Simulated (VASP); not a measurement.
Runs of VASP 6.6.1 on Ag. The structure is that of space group Im-3m (No. 229), or close to it. The cells are those of the table. 

```tsv
cell	gap on the mesh (eV)	pressure (GPa)
a = 2.916 Å, angles 108.8, 108.8, 110.8°, 1 atom	none	-13.8
a = 2.724 Å, angles 109.5°, 1 atom	none	5.2
a = 2.796 Å, angles 109.5°, 1 atom	none	(b)
a = 3.011 Å, angles 109.5°, 1 atom	none	(a)
a = 2.963 Å, angles 110.1, 110.1, 108.2°, 1 atom	none	-15.6
```

Alike in all rows: task single point; level LDA; potentials or basis VASP PAW LDA potentials, release 64 (Ag); no spin polarisation; k mesh 20 × 20 × 20; cutoff (eV) 520; smearing gaussian 0.15 eV.

Task: Fill in the values left out.

Result: (a) -16.7; (b) -5.0.

Caveats: the cell stands under tension (at least some runs); the cell stands under pressure (at least some runs).

A k mesh can miss the band edges, and the runs leave out spin-orbit coupling on Ag.

A gap of «none» marks levels without a gap at the run's occupations.
